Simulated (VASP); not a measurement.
Input of a VASP 6.6.1 run:

Contents of INCAR:

```
ALGO     = Normal         # electronic algorithm
EDIFF    = 1E-8           # SCF threshold, eV
ENCUT    = 520            # plane-wave cutoff, eV
GGA      = PS             # functional
ISIF     = 2              # what is computed and relaxed
ISMEAR   = -1             # smearing method
LASPH    = T              # aspherical terms in the spheres
LCHARG   = F              # write CHGCAR
LEFG     = T            
LREAL    = F              # projectors in reciprocal space
LWAVE    = F              # write WAVECAR
NBANDS   = 14             # bands
NELM     = 80             # most SCF steps
PREC     = Accurate       # precision mode
SIGMA    = 0.05           # smearing width, eV
```

File KPOINTS:

```
k-points
0
Gamma
  14 14 14
```

Contents of POSCAR:

```
HfC
1.0
    0.0000000000      2.3171388429      2.3171388429
    2.3171388429      0.0000000000      2.3171388429
    2.3171388429      2.3171388429      0.0000000000
Hf C
1 1
Direct
    0.0000000000      0.0000000000      0.0000000000
    0.5000000000      0.5000000000      0.5000000000
```

Potentials or basis: VASP PAW PBE potentials, release 64 (Hf_pv, C).

Run with:

```console
$ cat potpaw_PBE.64/Hf_pv/POTCAR potpaw_PBE.64/C/POTCAR > POTCAR
$ mpirun -np 1 vasp_std > vasp.out
```

(1) Estimate the pressure.

(2) Estimate the band gap on the k mesh.

Results:

(1) -4.7 GPa.

(2) zero (bands 7 and 8 overlap by 1.44 eV).

Caveat: the cell stands under tension; the PAW data sets were made with another functional, which shifts forces and pressure a little; spin-orbit coupling is left out, which moves the levels of the heavy elements.
